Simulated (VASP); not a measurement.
# Ti (I4/mmm) in VASP: notebook

The runs below take Ti through single point, with PBE.

Everything below comes from runs of VASP 6.6.1. Logs are shortened: lines on timing, memory, paths and dates and some standing lists are left out, and cuts for length are marked.

## Step 1: The cell of the first run

It takes space group I4/mmm (No. 139, tetragonal). Conventional cell: a = 2.975 Å, b = 2.975 Å, c = 4.112 Å, α = 90.00°, β = 90.00°, γ = 90.00°. Within 3.9 Å of Ti (site symmetry 4/mmm) lie 12 Ti at 2.94 to 2.98 Å.

## Step 2: Single point, PBE (normal strain along x +0.0233, normal strain along y +0.0233)

File INCAR:

```
PREC = Accurate
ENCUT = 520
EDIFF = 1E-6
ISMEAR = 0
SIGMA = 0.15
LREAL = False
LASPH = True
NELM = 80
ALGO = Normal
ISIF = 2
LWAVE = False
LCHARG = False
GGA = PE
NBANDS = 12
```

File KPOINTS:

```
regular mesh
0
Gamma
  18 18 18
```

File POSCAR:

```
Ti
1.0
    0.0000000000      2.1037599532      2.0558584513
    2.1037599532      0.0000000000      2.0558584513
    2.1037599532      2.1037599532      0.0000000000
Ti
1
Direct
    0.0000000000      0.0000000000      0.0000000000
```

Potentials or basis: VASP PAW PBE potentials, release 64 (Ti_sv).

On the command line:

```sh
cat potpaw_PBE.64/Ti_sv/POTCAR > POTCAR
mpirun -np 1 vasp_std > vasp.out
```

OUTCAR:

```text
PREC = Accurate
   ENCUT = 520
   EDIFF = 1E-6
   ISMEAR = 0
   LREAL = False
   LASPH = True
   NELM = 80
   ISIF = 2
   GGA = PE

 ion  position               nearest neighbor table
   1  0.000  0.000  0.000-

  LATTYP: Found a body centered tetragonal cell.
 ALAT       =     2.9751658578
 C/A-ratio  =     1.3820126672

  Lattice vectors:

 A1 = (   0.0000000000,  -2.1037599532,  -2.0558584513)
 A2 = (   0.0000000000,   2.1037599532,  -2.0558584513)
 A3 = (   2.1037599532,   0.0000000000,   2.0558584513)

Analysis of symmetry for initial positions (statically):
=====================================================================
 Subroutine PRICEL returns:
 Original cell was already a primitive cell.

 Routine SETGRP: Setting up the symmetry group for a
 body centered tetragonal supercell.

 Subroutine GETGRP returns: Found 16 space group operations
 (whereof 16 operations were pure point group operations)
 out of a pool of 16 trial point group operations.

The static configuration has the point symmetry D_4h.

Analysis of symmetry for dynamics (positions and initial velocities):
=====================================================================
 Subroutine PRICEL returns:
 Original cell was already a primitive cell.

 Routine SETGRP: Setting up the symmetry group for a
 body centered tetragonal supercell.

 Subroutine GETGRP returns: Found 16 space group operations
 (whereof 16 operations were pure point group operations)
 out of a pool of 16 trial point group operations.

The dynamic configuration has the point symmetry D_4h.

 Subroutine INISYM returns: Found 16 space group operations
 (whereof 16 operations are pure point group operations),
 and found     1 'primitive' translations

----------------------------------------------------------------------------------------

                                     Primitive cell

  volume of cell :      18.1977

  direct lattice vectors                    reciprocal lattice vectors
     0.000000000  2.103759953  2.055858451    -0.237669701  0.237669701  0.243207405
     2.103759953  0.000000000  2.055858451     0.237669701 -0.237669701  0.243207405
     2.103759953  2.103759953  0.000000000     0.237669701  0.237669701 -0.243207405

  length of vectors
     2.941489404  2.941489404  2.975165858     0.414877833  0.414877833  0.414877833

  position of ions in fractional coordinates (direct lattice)
     0.000000000  0.000000000  0.000000000

  ion indices of the primitive-cell ions
   primitive index   ion index
                 1           1

----------------------------------------------------------------------------------------

 KPOINTS: regular mesh

Automatic generation of k-mesh.
 Grid dimensions read from file:
 generate k-points for:   18   18   18

 Generating k-lattice:

  Cartesian coordinates                     Fractional coordinates (reciprocal lattice)
    -0.013203872  0.013203872  0.013511523     0.055555556 -0.000000000  0.000000000
     0.013203872 -0.013203872  0.013511523    -0.000000000  0.055555556  0.000000000
     0.013203872  0.013203872 -0.013511523     0.000000000  0.000000000  0.055555556

  Length of vectors
     0.023048768  0.023048768  0.023048768

  Shift w.r.t. Gamma in fractional coordinates (k-lattice)
     0.000000000  0.000000000  0.000000000

 Subroutine IBZKPT returns following result:
 ===========================================

 Found    480 irreducible k-points:

 Following reciprocal coordinates:
            Coordinates               Weight
  0.000000  0.000000  0.000000      1.000000
  0.055556  0.000000  0.000000      8.000000
  0.111111  0.000000  0.000000      8.000000
  0.166667  0.000000  0.000000      8.000000
  0.222222  0.000000  0.000000      8.000000
  0.277778  0.000000  0.000000      8.000000
[... 16 lines left out ...]
 -0.277778  0.055556  0.000000      8.000000
 -0.222222  0.055556  0.000000      8.000000
 [... further k-points ...]
   k-points           NKPTS =    480   k-points in BZ     NKDIM =    480   number of bands    NBANDS=     12
   number of dos      NEDOS =    301   number of ions     NIONS =      1
   total plane-waves  NPLWV =  13824
   dimension x,y,z NGX =    24 NGY =   24 NGZ =   24
   dimension x,y,z NGXF=    48 NGYF=   48 NGZF=   48
   ions per type =               1
   NGX,Y,Z   is equivalent  to a cutoff of  13.56, 13.56, 13.41 a.u.
   NGXF,Y,Z  is equivalent  to a cutoff of  27.13, 27.13, 26.82 a.u.
 SYSTEM =  unknown system
   PREC   = accura    normal or accurate (medium, high low for compatibility)
   ISTART =      0    job   : 0-new  1-cont  2-samecut
   ICHARG =      2    charge: 1-file 2-atom 10-const
   ISPIN  =      1    spin polarized calculation?
   LNONCOLLINEAR =      F non collinear calculations
   LSORBIT =      F    spin-orbit coupling
   LASPH  =      T    aspherical Exc in radial PAW
   ENCUT  =  520.0 eV  38.22 Ry    6.18 a.u.   5.47  5.47  5.53*2*pi/ulx,y,z
   NELM   =     80;   NELMIN=  2; NELMDL= -5     # of ELM steps
   EDIFF  = 0.1E-05   stopping-criterion for ELM
   LREAL  =      F    real-space projection
   EDIFFG = 0.1E-04   stopping-criterion for IOM
   NSW    =      0    number of steps for IOM
   IBRION =     -1    ionic relax: 0-MD 1-quasi-New 2-CG
   NFREE  =      0    steps in history (QN), initial steepest desc. (CG)
   ISIF   =      2    stress and relaxation
   ISYM   =      2    0-nonsym 1-usesym 2-fastsym
   POTIM  = 0.5000    time-step for ionic-motion
   TEBEG  =    0.0;   TEEND  =   0.0 temperature during run
   PSTRESS=    0.0 pullay stress
   NELECT =      12.0000    total number of electrons
   NUPDOWN=      -1.0000    fix difference up-down
   EMIN   =  10.00;   EMAX   =-10.00  energy-range for DOS
   EFERMI =   0.00;   METHOD = LEGACY
   ISMEAR =     0;   SIGMA  =   0.15  broadening in eV -4-tet -1-fermi 0-gaus
   EFERMI_NEDOS =   21; number of points for ismear=-14 and -15
   IALGO  =     38    algorithm
   IMIX   =      4    mixing-type and parameters
     AMIX     =   0.40;   BMIX     =  1.00
     AMIX_MAG =   1.60;   BMIX_MAG =  1.00
  volume/ion in A,a.u.               =      18.20       122.80
  Fermi-wavevector in a.u.,A,eV,Ry     =   1.424940  2.692747 27.626022  2.030455
  Thomas-Fermi vector in A             =   2.545378
   LORBIT       =      0    0 simple, 1 ext, 2 COOP (PROOUT), +10 PAW based schemes
   GGA     = PE    functional components
   LHFCALC =     F    Hartree Fock is set to
   AEXX    =    0.0000 exact exchange contribution
   IVDW    =     0    specifies the selected vdW correction
   LEPSILON=     F    determine dielectric tensor
   LRPA    =     F    only Hartree local field effects (RPA)
 non-spin polarized calculation
 Gauss-broadening in eV      SIGMA  =   0.15
  energy-cutoff  :      520.00
  volume of cell :       18.20
 maximum number of plane-waves:       521
 NGX is ok and might be reduce to    24
   NGX = 11   NGY = 11   NGZ = 11

 number of electron      11.9999997 magnetization

 Free energy of the ion-electron system (eV)
  ---------------------------------------------------
  ext. energy  EPLUGINS =         0.00000000
  ---------------------------------------------------
  free energy    TOTEN  =        -7.77432628 eV

  energy without entropy =       -7.75326995  energy(sigma->0) =       -7.76379811

 E-fermi :   7.7325     XC(G=0): -11.2812

 val. band max:        7.7271617939   @ k =  -0.3889   0.2778   0.2222
 cond. band min:       7.7339529233   @ k =  -0.2222   0.2778   0.0556
 fundamental gap:      0.0067911294
 Fermi energy:         7.7325208719

 k-point     1 :       0.0000    0.0000    0.0000
  band No.  band energies     occupation
      1     -49.0591      2.00000
      2     -24.9690      2.00000
      3     -24.9690      2.00000
      4     -24.9653      2.00000
      5       1.7531      2.00000
      6       8.5239      0.00000
      7       8.5239      0.00000
      8       8.6908      0.00000
      9      10.0082      0.00000
     10      10.1993      0.00000
     11      22.7295      0.00000
     12      26.8041      0.00000

 k-point     2 :       0.0556    0.0000    0.0000
  band No.  band energies     occupation
      1     -49.0561      2.00000
      2     -24.9857      2.00000
      3     -24.9715      2.00000
      4     -24.9685      2.00000
      5       1.8490      2.00000
      6       8.4900      0.00000
      7       8.5579      0.00000
      8       8.7009      0.00000
      9       9.9888      0.00000
     10      10.1752      0.00000
     11      22.7969      0.00000
     12      26.1127      0.00000

 k-point     3 :       0.1111    0.0000    0.0000
  band No.  band energies     occupation
      1     -49.0475      2.00000
      2     -25.0366      2.00000
      3     -24.9788      2.00000
      4     -24.9743      2.00000
      5       2.1307      2.00000
      6       8.3521      0.00000
      7       8.6451      0.00000
      8       8.7702      0.00000
      9       9.9484      0.00000
     10      10.1183      0.00000
     11      22.8790      0.00000
     12      24.7096      0.00000
[... 286 lines left out ...]
 k-point    23 :      -0.2778    0.0556    0.0000
  band No.  band energies     occupation
      1     -48.9933      2.00000
      2     -25.3357      2.00000
      3     -25.0289      2.00000
      4     -25.0172      2.00000
      5       4.0883      2.00000
      6       7.6848      1.34748
      7       8.7203      0.00000
      8       8.7791      0.00000
      9      10.1654      0.00000
     10      10.6338      0.00000
     11      18.9750      0.00000
     12      23.0147      0.00000

 k-point    24 :      -0.2222    0.0556    0.0000
  band No.  band energies     occupation
      1     -49.0104      2.00000
      2     -25.2399      2.00000
      3     -25.0171      2.00000
      4     -25.0025      2.00000
      5       3.4352      2.00000
      6       7.8122      0.45238
      7       8.8150      0.00000
      8       8.8728      0.00000
      9       9.8910      0.00000
     10      10.3999      0.00000
     11      20.4912      0.00000
     12      23.3626      0.00000

 [... further k-points ...]
[... 5 lines left out ...]
  --------------------------------------------------------------------------------------
  -------------------------------------------------------------------------------------
  Total       -0.5638178     -0.5638178     -0.4731167      0.0000000     -0.0000000      0.0000000
  in kB      -49.6402268    -49.6402268    -41.6546263      0.0000000     -0.0000000      0.0000000
  external PRESSURE =     -46.9783600 kB  Pullay stress =       0.0000000 kB

 VOLUME and BASIS-vectors are now :
 -----------------------------------------------------------------------------
  energy-cutoff  :      520.00
  volume of cell :       18.20
      direct lattice vectors                 reciprocal lattice vectors
     0.000000000  2.103759953  2.055858451    -0.237669701  0.237669701  0.243207405
     2.103759953  0.000000000  2.055858451     0.237669701 -0.237669701  0.243207405
     2.103759953  2.103759953  0.000000000     0.237669701  0.237669701 -0.243207405

 POSITION                                       TOTAL-FORCE (eV/Angst)
 -----------------------------------------------------------------------------------
      0.00000      0.00000      0.00000         0.000000      0.000000     -0.000000
 -----------------------------------------------------------------------------------
    total drift:                                0.000000      0.000000     -0.000000

  FREE ENERGIE OF THE ION-ELECTRON SYSTEM (eV)
  ---------------------------------------------------
  free  energy   TOTEN  =        -7.7743262780 eV

  energy  without entropy=       -7.7532699475  energy(sigma->0) =       -7.76379811
```

It took 89 s on 1 thread of Intel Xeon 8259CL, shared host; peak memory 0.23 GiB.

What came out:

```
Free energy            : -7.7743 eV
Pressure               : -4.7 GPa
Band gap on the k mesh : zero (bands 6 and 7 overlap by 1.28 eV)
```

Stress tensor (GPa, compression positive):
```
-4.96  0.00  0.00
 0.00 -4.96  0.00
 0.00  0.00 -4.17
```

Caveat: the cell differs from its parent crystal (normal strain along x +0.0233, normal strain along y +0.0233); the cell stands under tension.

## Step 3: Single point, PBE (normal strain along x +0.0000, normal strain along y +0.0467)

File INCAR:

```
  PREC = Accurate
  ENCUT = 520
  EDIFF = 1E-7
  ISMEAR = 0
  SIGMA = 0.15
  LREAL = F
  LASPH = T
  NELM = 100
  ALGO = Fast
  ISIF = 2
  LWAVE = F
  LCHARG = F
  GGA = PE
  NBANDS = 12
```

File KPOINTS:

```
Automatic mesh
0
Gamma
  18 18 18
```

File POSCAR:

```
Ti
1.0
    0.0000000000      2.1518670410      2.0558584513
    2.0558584513      0.0000000000      2.0558584513
    2.0558584513      2.1518670410      0.0000000000
Ti
1
Direct
    0.0000000000      0.0000000000      0.0000000000
```

Potentials or basis: VASP PAW PBE potentials, release 64 (Ti_sv).

On the command line:

```sh
cat potpaw_PBE.64/Ti_sv/POTCAR > POTCAR
mpirun -np 1 vasp_std > vasp.out
```

OUTCAR:

```text
PREC = Accurate
   ENCUT = 520
   EDIFF = 1E-7
   ISMEAR = 0
   LREAL = F
   LASPH = T
   NELM = 100
   ISIF = 2
   GGA = PE

 ion  position               nearest neighbor table
   1  0.000  0.000  0.000-

  LATTYP: Found a body centered tetragonal cell.
 ALAT       =     2.9074229041
 C/A-ratio  =     1.4802573358

  Lattice vectors:

 A1 = (   0.0000000000,  -2.1518670410,   2.0558584513)
 A2 = (   0.0000000000,  -2.1518670410,  -2.0558584513)
 A3 = (   2.0558584513,   2.1518670410,   0.0000000000)

[... 532 lines left out ...]
      5       3.4410      2.00000
      6       7.8154      0.42904
      7       8.7071      0.00000
      8       8.9908      0.00000
      9       9.8932      0.00000
     10      10.4093      0.00000
     11      20.5064      0.00000
     12      23.3584      0.00000

 [... further k-points ...]
[... 5 lines left out ...]
  --------------------------------------------------------------------------------------
  -------------------------------------------------------------------------------------
  Total       -0.4699248     -0.6450300     -0.4699248      0.0000000     -0.0000000      0.0000000
  in kB      -41.3911151    -56.8144251    -41.3911151      0.0000000     -0.0000000      0.0000000
  external PRESSURE =     -46.5322185 kB  Pullay stress =       0.0000000 kB

 VOLUME and BASIS-vectors are now :
 -----------------------------------------------------------------------------
  energy-cutoff  :      520.00
  volume of cell :       18.19
      direct lattice vectors                 reciprocal lattice vectors
     0.000000000  2.151867041  2.055858451    -0.243207405  0.232356363  0.243207405
     2.055858451  0.000000000  2.055858451     0.243207405 -0.232356363  0.243207405
     2.055858451  2.151867041  0.000000000     0.243207405  0.232356363 -0.243207405

 POSITION                                       TOTAL-FORCE (eV/Angst)
 -----------------------------------------------------------------------------------
      0.00000      0.00000      0.00000         0.000000      0.000000     -0.000000
 -----------------------------------------------------------------------------------
    total drift:                                0.000000      0.000000      0.000000

  FREE ENERGIE OF THE ION-ELECTRON SYSTEM (eV)
  ---------------------------------------------------
  free  energy   TOTEN  =        -7.7725494280 eV

  energy  without entropy=       -7.7509599065  energy(sigma->0) =       -7.76175467
```

OSZICAR:

```text
N       E                     dE             d eps       ncg     rms          rms(c)
DAV:   1     0.871981694229E+02    0.87198E+02   -0.64969E+03 11544   0.119E+03
DAV:   2    -0.434037036009E+01   -0.91539E+02   -0.89203E+02 11784   0.296E+02
DAV:   3    -0.877383335526E+01   -0.44335E+01   -0.43834E+01 16436   0.659E+01
[... 16 lines left out ...]
RMM:  20    -0.777254873233E+01   -0.57103E-06   -0.52195E-06 13304   0.985E-03    0.229E-03
RMM:  21    -0.777254911139E+01   -0.37906E-06   -0.32559E-06 11772   0.720E-03    0.285E-03
RMM:  22    -0.777254928906E+01   -0.17767E-06   -0.16954E-06 11361   0.571E-03    0.271E-03
RMM:  23    -0.777254939621E+01   -0.10715E-06   -0.13350E-06 11570   0.505E-03    0.195E-03
RMM:  24    -0.777254942800E+01   -0.31786E-07   -0.83995E-07 11859   0.580E-03
   1 F= -.77725494E+01 E0= -.77617547E+01  d E =-.215895E-01
```

Run time: 3.7 min. Hardware: 1 thread of Intel Xeon 8259CL, shared host; peak memory 0.22 GiB.

What came out:

```
Free energy            : -7.7725 eV
Pressure               : -4.7 GPa
Band gap on the k mesh : zero (bands 6 and 7 overlap by 1.18 eV)
```

Stress tensor (GPa, compression positive):
```
-4.14  0.00  0.00
 0.00 -5.68  0.00
 0.00  0.00 -4.14
```

Levels at points of the mesh, in eV from the Fermi level:
| k point | band 3 | band 4 | band 5 | band 6 | band 7 | band 8 | band 9 | band 10 |
| --- | --- | --- | --- | --- | --- | --- | --- | --- |
| (0.00, 0.00, 0.00) | -32.69 | -32.69 | -5.97 | 0.63 | 0.97 | 0.97 | 2.17 | 2.57 |
| (0.50, 0.00, 0.00) | -32.79 | -32.75 | -2.48 | 0.54 | 0.57 | 0.94 | 3.30 | 3.45 |
| (0.50, 0.50, 0.00) | -32.94 | -32.89 | -2.40 | -1.60 | 2.93 | 3.35 | 3.50 | 3.76 |
| (0.50, 0.00, 0.50) | -32.87 | -32.87 | -2.43 | -1.52 | 2.13 | 3.39 | 3.62 | 3.62 |

Caveat: the cell differs from its parent crystal (normal strain along x +0.0000, normal strain along y +0.0467); the cell stands under tension.

## Step 4: Single point, PBE (normal strain along x +0.0000, normal strain along y +0.0700)

File INCAR:

```
ALGO = Fast ; EDIFF = 1E-7
ENCUT = 520 ; GGA = PE
ISIF = 2 ; ISMEAR = 0
LASPH = T ; LCHARG = F
LREAL = F ; LWAVE = F
NBANDS = 12 ; NELM = 80
PREC = Accurate ; SIGMA = 0.15
```

File KPOINTS:

```
k-points
0
Gamma
  18 18 18
```

File POSCAR:

```
Ti
1.0
    0.0000000000      2.1997685429      2.0558584513
    2.0558584513      0.0000000000      2.0558584513
    2.0558584513      2.1997685429      0.0000000000
Ti
1
Direct
    0.0000000000      0.0000000000      0.0000000000
```

On the command line:

```sh
cat potpaw_PBE.64/Ti_sv/POTCAR > POTCAR
mpirun -np 1 vasp_std > vasp.out
```

Wall time 4.1 min (1 thread of Intel Xeon 8259CL, shared host); peak memory 0.23 GiB.

It converged, with:

- Free energy: -7.7553 eV
- Pressure: -6.6 GPa
- Band gap on the k mesh: zero (bands 6 and 7 overlap by 1.08 eV)

Stress tensor (GPa, compression positive):
```
-5.86  0.00  0.00
 0.00 -8.06  0.00
 0.00  0.00 -5.86
```

Levels at points of the mesh, in eV from the Fermi level:
```tsv
k point	band 2	band 3	band 4	band 5	band 6	band 7	band 8	band 9	band 10	band 11
(0.00, 0.00, 0.00)	-32.76	-32.74	-32.74	-5.91	0.52	1.03	1.03	2.01	2.60	14.95
(0.50, 0.00, 0.00)	-33.28	-32.84	-32.79	-2.42	0.49	0.51	1.01	3.19	3.39	7.51
(0.50, 0.50, 0.00)	-33.25	-32.99	-32.92	-2.31	-1.53	2.98	3.25	3.34	3.73	10.66
(0.50, 0.00, 0.50)	-33.24	-32.89	-32.89	-2.37	-1.44	1.83	3.32	3.51	3.51	9.00
```

Caveat: the cell differs from its parent crystal (normal strain along x +0.0000, normal strain along y +0.0700); the cell stands under tension.

## Step 5: Summary

| cell | gap on the mesh (eV) | pressure (GPa) |
| --- | --- | --- |
| a = 2.941, b = 2.941, c = 2.975 Å, angles 59.6, 59.6, 60.8°, 1 atom | none | -4.7 |
| a = 2.976, b = 2.907 Å, angles 60.8, 58.5, 60.8°, 1 atom | none | -4.7 |
| a = 3.011, b = 2.907 Å, angles 61.1, 57.7, 61.1°, 1 atom | none | -6.6 |

Alike in all rows: task single point; level PBE; potentials or basis VASP PAW PBE potentials, release 64 (Ti_sv); no spin polarisation; k mesh 18 × 18 × 18; cutoff (eV) 520; smearing gaussian 0.15 eV.

Caveats: the cell stands under tension.

Absolute energies hang on the potentials; compare differences alone.
